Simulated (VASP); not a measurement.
# Te2Mo in VASP: relaxation of cell and atoms with PBEsol

Aim: the relaxation of cell and atoms of Te2Mo with PBEsol.

Everything below comes from runs of VASP 6.6.1. Logs are shortened: lines on timing, memory, paths and dates and some standing lists are left out, and cuts for length are marked.

### Step 1. The cell of the first run

The cell holds a slab with vacuum, 12 atoms: a = 3.561 Å, b = 3.561 Å, c = 38.990 Å, α = 90.00°, β = 90.00°, γ = 120.00°.

### Step 2. Relaxation of cell and atoms, PBEsol

The input, INCAR:

```
SYSTEM = Te2Mo
ALGO = Normal
EDIFF = 1E-6
EDIFFG = -0.005
ENCUT = 600
GGA = PS
IBRION = 2
ISIF = 3
ISMEAR = 0
LASPH = .True.
LCHARG = .False.
LREAL = .False.
LWAVE = .False.
NELM = 60
NSW = 100
PREC = Accurate
SIGMA = 0.02
```

The input, KPOINTS:

```
k-points
0
Gamma
  9 9 1
  0 0 0
```

The input, POSCAR:

```
Te2Mo
1.0
    3.5613831954      0.0000000000      0.0000000000
   -1.7806915977      3.0842483198      0.0000000000
    0.0000000000      0.0000000000     38.9902681400
Te Mo
8 4
Direct
    0.3333333300      0.6666666700      0.8599190800
    0.3333333300      0.6666666700      0.2363693300
    0.6666666700      0.3333333300      0.6717768300
    0.6666666700      0.3333333300      0.0481819100
    0.6666666700      0.3333333300      0.7636306700
    0.6666666700      0.3333333300      0.1400809200
    0.3333333300      0.6666666700      0.9518180900
    0.3333333300      0.6666666700      0.3282231700
    0.3333333300      0.6666666700      0.7176620000
    0.3333333300      0.6666666700      0.0941411600
    0.6666666700      0.3333333300      0.9058588400
    0.6666666700      0.3333333300      0.2823380000
```

Potentials or basis: VASP PAW PBE potentials, release 64 (Te, Mo_sv).

Run with:

```bash
$ cat potpaw_PBE.64/Te/POTCAR potpaw_PBE.64/Mo_sv/POTCAR > POTCAR
$ mpirun -np 1 vasp_std > vasp.out
```

OUTCAR:

```text
SYSTEM = Te2Mo
   EDIFF = 1E-6
   EDIFFG = -0.005
   ENCUT = 600
   GGA = PS
   IBRION = 2
   ISIF = 3
   ISMEAR = 0
   LASPH = .True.
   LREAL = .False.
   NELM = 60
   NSW = 100
   PREC = Accurate

 ion  position               nearest neighbor table
   1  0.333  0.667  0.860-  11 2.73  11 2.73  11 2.73   7 3.58
   2  0.333  0.667  0.236-  12 2.73  12 2.73  12 2.73   8 3.58
   3  0.667  0.333  0.672-   9 2.73   9 2.73   9 2.73   5 3.58
   4  0.667  0.333  0.048-  10 2.73  10 2.73  10 2.73   6 3.58
   5  0.667  0.333  0.764-   9 2.73   9 2.73   9 2.73   3 3.58
   6  0.667  0.333  0.140-  10 2.73  10 2.73  10 2.73   4 3.58
   7  0.333  0.667  0.952-  11 2.73  11 2.73  11 2.73   1 3.58
   8  0.333  0.667  0.328-  12 2.73  12 2.73  12 2.73   2 3.58
   9  0.333  0.667  0.718-   3 2.73   3 2.73   3 2.73   5 2.73   5 2.73   5 2.73
  10  0.333  0.667  0.094-   6 2.73   6 2.73   6 2.73   4 2.73   4 2.73   4 2.73
  11  0.667  0.333  0.906-   1 2.73   1 2.73   1 2.73   7 2.73   7 2.73   7 2.73
  12  0.667  0.333  0.282-   8 2.73   8 2.73   8 2.73   2 2.73   2 2.73   2 2.73

  LATTYP: Found a hexagonal cell.
 ALAT       =     3.5613831954
 C/A-ratio  =    10.9480687701

  Lattice vectors:

 A1 = (   3.5613831954,   0.0000000000,   0.0000000000)
 A2 = (  -1.7806915977,   3.0842483198,   0.0000000000)
 A3 = (   0.0000000000,   0.0000000000,  38.9902681400)

Analysis of symmetry for initial positions (statically):
=====================================================================
 Subroutine PRICEL returns:
 Original cell was already a primitive cell.

 Routine SETGRP: Setting up the symmetry group for a
 hexagonal supercell.

 Subroutine GETGRP returns: Found 12 space group operations
 (whereof 12 operations were pure point group operations)
 out of a pool of 24 trial point group operations.

The static configuration has the point symmetry D_3d.

Analysis of symmetry for dynamics (positions and initial velocities):
=====================================================================
 Subroutine PRICEL returns:
 Original cell was already a primitive cell.

 Routine SETGRP: Setting up the symmetry group for a
 hexagonal supercell.

 Subroutine GETGRP returns: Found 12 space group operations
 (whereof 12 operations were pure point group operations)
 out of a pool of 24 trial point group operations.

The dynamic configuration has the point symmetry D_3d.

 Subroutine INISYM returns: Found 12 space group operations
 (whereof 12 operations are pure point group operations),
 and found     1 'primitive' translations

----------------------------------------------------------------------------------------

                                     Primitive cell

  volume of cell :     428.2765

  direct lattice vectors                    reciprocal lattice vectors
     3.561383195  0.000000000  0.000000000     0.280789779  0.162114054  0.000000000
    -1.780691598  3.084248320  0.000000000     0.000000000  0.324228109  0.000000000
     0.000000000  0.000000000 38.990268140     0.000000000  0.000000000  0.025647426

  length of vectors
     3.561383195  3.561383195 38.990268140     0.324228109  0.324228109  0.025647426

  position of ions in fractional coordinates (direct lattice)
     0.333333330  0.666666670  0.859919080
     0.333333330  0.666666670  0.236369330
     0.666666670  0.333333330  0.671776830
     0.666666670  0.333333330  0.048181910
     0.666666670  0.333333330  0.763630670
     0.666666670  0.333333330  0.140080920
     0.333333330  0.666666670  0.951818090
     0.333333330  0.666666670  0.328223170
     0.333333330  0.666666670  0.717662000
     0.333333330  0.666666670  0.094141160
     0.666666670  0.333333330  0.905858840
     0.666666670  0.333333330  0.282338000

  ion indices of the primitive-cell ions
   primitive index   ion index
                 1           1
                 2           2
                 3           3
                 4           4
                 5           5
                 6           6
                 7           7
                 8           8
                 9           9
                10          10
                11          11
                12          12

----------------------------------------------------------------------------------------

 KPOINTS: k-points

Automatic generation of k-mesh.
 Grid dimensions read from file:
 generate k-points for:    9    9    1

 Generating k-lattice:

  Cartesian coordinates                     Fractional coordinates (reciprocal lattice)
     0.031198864  0.018012673  0.000000000     0.111111111 -0.000000000  0.000000000
     0.000000000  0.036025345  0.000000000     0.000000000  0.111111111  0.000000000
     0.000000000  0.000000000  0.025647426     0.000000000  0.000000000  1.000000000

  Length of vectors
     0.036025345  0.036025345  0.025647426

  Shift w.r.t. Gamma in fractional coordinates (k-lattice)
     0.000000000  0.000000000  0.000000000

 Subroutine IBZKPT returns following result:
 ===========================================

 Found     12 irreducible k-points:

 Following reciprocal coordinates:
            Coordinates               Weight
  0.000000  0.000000  0.000000      1.000000
  0.111111  0.000000  0.000000      6.000000
  0.222222  0.000000  0.000000      6.000000
  0.333333  0.000000  0.000000      6.000000
  0.444444  0.000000  0.000000      6.000000
  0.111111  0.111111  0.000000      6.000000
  0.222222  0.111111  0.000000     12.000000
  0.333333  0.111111  0.000000     12.000000
  0.444444  0.111111  0.000000      6.000000
  0.222222  0.222222  0.000000      6.000000
  0.333333  0.222222  0.000000     12.000000
  0.333333  0.333333  0.000000      2.000000
   k-points           NKPTS =     12   k-points in BZ     NKDIM =     12   number of bands    NBANDS=     62
   number of dos      NEDOS =    301   number of ions     NIONS =     12
   total plane-waves  NPLWV = 250880
   dimension x,y,z NGX =    28 NGY =   28 NGZ =  320
   dimension x,y,z NGXF=    56 NGYF=   56 NGZF=  640
   ions per type =               8   4
   NGX,Y,Z   is equivalent  to a cutoff of  13.07, 13.07, 13.64 a.u.
   NGXF,Y,Z  is equivalent  to a cutoff of  26.14, 26.14, 27.29 a.u.
 SYSTEM =  Te2Mo
   PREC   = accura    normal or accurate (medium, high low for compatibility)
   ISTART =      0    job   : 0-new  1-cont  2-samecut
   ICHARG =      2    charge: 1-file 2-atom 10-const
   ISPIN  =      1    spin polarized calculation?
   LNONCOLLINEAR =      F non collinear calculations
   LSORBIT =      F    spin-orbit coupling
   LASPH  =      T    aspherical Exc in radial PAW
   ENCUT  =  600.0 eV  44.10 Ry    6.64 a.u.   7.11  7.11 77.87*2*pi/ulx,y,z
   NELM   =     60;   NELMIN=  2; NELMDL= -5     # of ELM steps
   EDIFF  = 0.1E-05   stopping-criterion for ELM
   LREAL  =      F    real-space projection
   EDIFFG = -.5E-02   stopping-criterion for IOM
   NSW    =    100    number of steps for IOM
   IBRION =      2    ionic relax: 0-MD 1-quasi-New 2-CG
   NFREE  =      1    steps in history (QN), initial steepest desc. (CG)
   ISIF   =      3    stress and relaxation
   ISYM   =      2    0-nonsym 1-usesym 2-fastsym
   POTIM  = 0.5000    time-step for ionic-motion
   TEBEG  =    0.0;   TEEND  =   0.0 temperature during run
   PSTRESS=    0.0 pullay stress
   NELECT =     104.0000    total number of electrons
   NUPDOWN=      -1.0000    fix difference up-down
   EMIN   =  10.00;   EMAX   =-10.00  energy-range for DOS
   EFERMI =   0.00;   METHOD = LEGACY
   ISMEAR =     0;   SIGMA  =   0.02  broadening in eV -4-tet -1-fermi 0-gaus
   EFERMI_NEDOS =   21; number of points for ismear=-14 and -15
   IALGO  =     38    algorithm
   IMIX   =      4    mixing-type and parameters
     AMIX     =   0.40;   BMIX     =  1.00
     AMIX_MAG =   1.60;   BMIX_MAG =  1.00
  volume/ion in A,a.u.               =      35.69       240.85
  Fermi-wavevector in a.u.,A,eV,Ry     =   1.021358  1.930086 14.193210  1.043171
  Thomas-Fermi vector in A             =   2.154978
   LORBIT       =      0    0 simple, 1 ext, 2 COOP (PROOUT), +10 PAW based schemes
   GGA     = PS    functional components
   LHFCALC =     F    Hartree Fock is set to
   AEXX    =    0.0000 exact exchange contribution
   IVDW    =     0    specifies the selected vdW correction
   LEPSILON=     F    determine dielectric tensor
   LRPA    =     F    only Hartree local field effects (RPA)
 conjugate gradient relaxation of ions
 non-spin polarized calculation
 Gauss-broadening in eV      SIGMA  =   0.02
  energy-cutoff  :      600.00
  volume of cell :      428.28
 maximum number of plane-waves:     14379
   NGX = 15   NGY = 15   NGZ =155

--------------------------------------- Ionic step        1  -------------------------------------------

 number of electron     104.0000003 magnetization

 Free energy of the ion-electron system (eV)
  ---------------------------------------------------
  ext. energy  EPLUGINS =         0.00000000
  ---------------------------------------------------
  free energy    TOTEN  =       -78.54661849 eV

  energy without entropy =      -78.54661849  energy(sigma->0) =      -78.54661849

------------------------ aborting loop because EDIFF is reached ----------------------------------------

  FORCE on cell =-STRESS in cart. coord.  units (eV):
  Direction    XX          YY          ZZ          XY          YZ          ZX
  --------------------------------------------------------------------------------------
  -------------------------------------------------------------------------------------
  Total       -6.4342883     -6.4342883     -3.0926577      0.0000000      0.0000000     -0.0000000
  in kB      -24.0705954    -24.0705954    -11.5695953      0.0000000      0.0000000     -0.0000000
  external PRESSURE =     -19.9035954 kB  Pullay stress =       0.0000000 kB
[... 119 lines left out ...]
  FREE ENERGIE OF THE ION-ELECTRON SYSTEM (eV)
  ---------------------------------------------------
  free  energy   TOTEN  =       -78.6356638879 eV

  energy  without entropy=      -78.6356638879  energy(sigma->0) =      -78.63566389

 E-fermi :   4.5612     XC(G=0):  -7.9962

 val. band max:        4.4094377969   @ k =   0.3333   0.3333   0.0000
 cond. band min:       5.4088995783   @ k =   0.2222   0.2222   0.0000
 fundamental gap:      0.9994617815
 Fermi energy:         4.5611543371

 k-point     1 :       0.0000    0.0000    0.0000
  band No.  band energies     occupation
      1     -56.1756      2.00000
      2     -56.1756      2.00000
      3     -56.1737      2.00000
      4     -56.1737      2.00000
      5     -30.3909      2.00000
      6     -30.3909      2.00000
[... 769 lines left out ...]
     61       6.9618      0.00000
     62       6.9619      0.00000

[... ionic steps 4 to 25 ...]

--------------------------------------- Ionic step       26  -------------------------------------------

 number of electron     103.9999998 magnetization

------------------------ aborting loop because EDIFF is reached ----------------------------------------

  FORCE on cell =-STRESS in cart. coord.  units (eV):
  Direction    XX          YY          ZZ          XY          YZ          ZX
  --------------------------------------------------------------------------------------
  -------------------------------------------------------------------------------------
  Total       -0.0393854     -0.0393854     -0.0574703      0.0000000      0.0000000      0.0000000
  in kB       -0.1602649     -0.1602649     -0.2338546      0.0000000      0.0000000      0.0000000
  external PRESSURE =      -0.1847948 kB  Pullay stress =       0.0000000 kB
[... 77 lines left out ...]
  energy  without entropy=      -78.7151270595  energy(sigma->0) =      -78.71512706

--------------------------------------- Ionic step       28  -------------------------------------------

 number of electron     103.9999998 magnetization

 Free energy of the ion-electron system (eV)
  ---------------------------------------------------
  ext. energy  EPLUGINS =         0.00000000
  ---------------------------------------------------
  free energy    TOTEN  =       -78.71512780 eV

  energy without entropy =      -78.71512780  energy(sigma->0) =      -78.71512780

 E-fermi :   5.1598     XC(G=0):  -8.2690

 val. band max:        4.9032931546   @ k =   0.0000   0.0000   0.0000
 cond. band min:       5.7752156761   @ k =   0.2222   0.2222   0.0000
 fundamental gap:      0.8719225215
 Fermi energy:         5.1597835624

 k-point     1 :       0.0000    0.0000    0.0000
  band No.  band energies     occupation
      1     -55.7477      2.00000
      2     -55.7477      2.00000
      3     -55.7441      2.00000
      4     -55.7441      2.00000
      5     -29.9600      2.00000
      6     -29.9600      2.00000
[... 808 lines left out ...]
  FREE ENERGIE OF THE ION-ELECTRON SYSTEM (eV)
  ---------------------------------------------------
  free  energy   TOTEN  =       -78.7151277979 eV

  energy  without entropy=      -78.7151277979  energy(sigma->0) =      -78.71512780

 reached required accuracy - stopping structural energy minimisation
```

Run time: 2.4 h. Hardware: 1 thread of Oxide Virtual Turin-like, shared host; peak memory 0.82 GiB.

Results:

```
Free energy                           : -78.7151 eV
Relaxed cell                          : a = 3.493 Å, b = 3.493 Å, c = 37.252 Å, α = 90.00°, β = 90.00°, γ = 120.00°
Space group after relaxing (to 0.1 Å) : P-3m1 (No. 164)
Energy gained by relaxing             : 14.0 meV/atom
Ionic steps                           : 28
Largest force after relaxing          : 0.003 eV/Å
Band gap on the k mesh                : 0.87 eV (least direct gap 1.12 eV)
```

Forces in eV/Å, atoms in the order of the input:
```
Te   0.000  0.000  0.003
Te   0.000  0.000  0.002
Te   0.000  0.000 -0.002
Te   0.000  0.000 -0.001
Te   0.000  0.000 -0.002
Te   0.000  0.000 -0.003
Te   0.000  0.000  0.001
Te   0.000  0.000  0.002
Mo   0.000  0.000 -0.001
Mo   0.000  0.000 -0.003
Mo   0.000  0.000  0.003
Mo   0.000  0.000  0.001
```

Step by step:
```csv
step,energy change (eV),largest force (eV/Å),pressure (GPa),volume (Å³)
1,0.0000,0.1477,-1.99,428.28
2,0.0389,0.8258,2.99,401.35
3,-0.0890,0.3063,0.11,415.71
4,-0.1218,0.0883,-0.05,412.67
5,-0.1219,0.0800,-0.06,412.55
6,-0.1246,0.0830,-0.04,411.77
7,-0.1324,0.0928,0.00,409.44
8,-0.1463,0.1126,0.11,404.79
9,-0.1622,0.1536,0.41,395.49
10,-0.1622,0.1811,0.55,392.05
11,-0.1634,0.1651,0.49,391.94
12,-0.1658,0.1168,0.31,391.61
13,-0.1656,0.1052,-0.03,390.94
14,-0.1665,0.0818,0.15,391.29
15,-0.1668,0.0720,0.13,391.49
16,-0.1676,0.0467,0.09,392.12
17,-0.1684,0.0328,0.00,393.36
18,-0.1684,0.0401,-0.03,393.77
19,-0.1684,0.0388,-0.03,393.68
20,-0.1684,0.0354,-0.02,393.52
21,-0.1685,0.0246,-0.01,393.54
22,-0.1685,0.0083,0.01,393.60
23,-0.1685,0.0071,0.01,393.59
24,-0.1685,0.0036,0.03,393.66
25,-0.1685,0.0143,-0.04,393.86
26,-0.1685,0.0068,-0.02,393.74
27,-0.1685,0.0047,-0.02,393.71
28,-0.1685,0.0030,-0.01,393.68
```

Final structure:
```
CELL_PARAMETERS angstrom
3.49329 0.00000 0.00000
-1.74665 3.02528 0.00000
0.00000 0.00000 37.25152
ATOMIC_POSITIONS crystal
Te 0.33333 0.66667 0.85734
Te 0.33333 0.66667 0.23308
Te 0.66667 0.33333 0.66995
Te 0.66667 0.33333 0.04561
Te 0.66667 0.33333 0.76692
Te 0.66667 0.33333 0.14266
Te 0.33333 0.66667 0.95439
Te 0.33333 0.66667 0.33005
Mo 0.33333 0.66667 0.71837
Mo 0.33333 0.66667 0.09413
Mo 0.66667 0.33333 0.90587
Mo 0.66667 0.33333 0.28163
```

Caveat: there is no dipole correction, which matters where the two faces differ; the PAW data sets were made with another functional, which shifts forces and pressure a little; spin-orbit coupling is left out, which moves the levels of the heavy elements.
